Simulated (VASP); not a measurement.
Wanted: the native input for a VASP 6.6.1 run.

```
Task                   : relaxation of cell and atoms
Functional             : RPBE
Potentials or basis    : VASP PAW PBE potentials, release 64 (Ti_sv)
Cutoff                 : 600 eV
k mesh                 : 7 × 7 × 9
Occupations            : fermi-dirac, width 0.05 eV
Spin                   : no spin polarisation
Dipole correction      : no
Further INCAR settings : ALGO = Normal; EDIFF = 1e-07; IBRION = 2; EDIFFG = -0.005; NSW = 80; ISIF = 3
```

The structure of Ti lies in POSCAR:

```
Ti
1.0
    4.5673748306      0.0000000000      0.0000000000
   -2.2836874153      3.9554626319      0.0000000000
    0.0000000000      0.0000000000      2.8262442700
Ti
3
Direct
    0.6666666667      0.3333333333      0.5000000000
    0.3333333333      0.6666666667      0.5000000000
    0.0000000000      0.0000000000      0.0000000000
```

This isn't the form of Ti at room conditions, which is hcp.

These files were run (other wordings do the same):

INCAR

```
PREC = Accurate
ENCUT = 600
EDIFF = 1E-7
ISMEAR = -1
SIGMA = 0.05
LREAL = False
LASPH = True
NELM = 100
ALGO = Normal
ISIF = 3
LWAVE = False
LCHARG = False
GGA = RP
IBRION = 2
NSW = 80
EDIFFG = -0.005
```

KPOINTS

```
regular mesh
0
Gamma
  7 7 9
```

Potentials or basis: VASP PAW PBE potentials, release 64 (Ti_sv).

Command:

```sh
$ cat potpaw_PBE.64/Ti_sv/POTCAR > POTCAR
$ mpirun -np 1 vasp_std > vasp.out
```

Results of the run:

```yaml
Relaxed_volume: 17.61 Å³/atom
Relaxed_cell: a = 4.624 Å, b = 4.624 Å, c = 2.854 Å, α = 90.00°, β = 90.00°, γ = 120.00°
Space_group_after_relaxing_to_0.1_Å: P6/mmm (No. 191)
Energy_gained_by_relaxing: 6.8 meV/atom
Ionic_steps: 7
Pressure_after_relaxing: 0.0 GPa
Band_gap_on_the_k_mesh: zero (bands 18 and 19 overlap by 0.24 eV)
```

Caveat: the PAW data sets were made with another functional, which shifts forces and pressure a little.

Run time: 6.9 min on 1 thread of Intel Xeon 8259CL, with other jobs on the host, peak memory 0.21 GiB.
